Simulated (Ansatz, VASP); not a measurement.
**One calculation of MgI2, two programs**

```xyz
3
Lattice="4.1537 0.0000 0.0000 -2.0769 3.5972 0.0000 0.0000 0.0000 6.8620" Properties=species:S:1:pos:R:3 pbc="T T T"
Mg    0.0000    0.0000    0.0000
I    -0.0317    2.3799    5.2496
I     2.0452    1.1808    1.7138
```

Change from the starting cell: all I atoms moved +0.062 Å, as atom 2 towards its neighbour atom 3 (I) at 4.101 Å.

Alike in both runs: task single point; functional PBEsol; k mesh 6 × 6 × 4; occupations gaussian, width 0.05 eV; no spin polarisation.

|  | VASP | Ansatz |
| --- | --- | --- |
| version | VASP 6.6.1 | Ansatz 0.2.0 |
| potentials or method | VASP PAW PBE potentials, release 64 (Mg, I), cutoff 520 eV | scalar-relativistic, plane waves, PAW |
| valence electrons in the cell | 16 | 44 |

VASP gave:

| Item | Value |
| --- | --- |
| gap on the k mesh at the Fermi level (eV) | 3.44 |
| least direct gap on the mesh (eV) | 3.56 |
| pressure (GPa) | -0.2 |
| traceless stress, the component that is largest in VASP (GPa) | 0.23 |
| rms of the force components (eV/Å) | 0.122 |

Task: What did Ansatz give for the same quantities?

Result: gap on the k mesh at the Fermi level (eV): 3.46; least direct gap on the mesh (eV): 3.57; pressure (GPa): -0.2; traceless stress, the component that is largest in VASP (GPa): 0.22; rms of the force components (eV/Å): 0.122.

VASP's potentials were made for PBE, not for PBEsol. Atom by atom the forces differ by 0.002 eV/Å (rms over components). VASP's potentials hold 16 valence electrons a cell and Ansatz's 44, so a difference there can come from the potentials and not from the codes.

Spin-orbit coupling is off throughout.
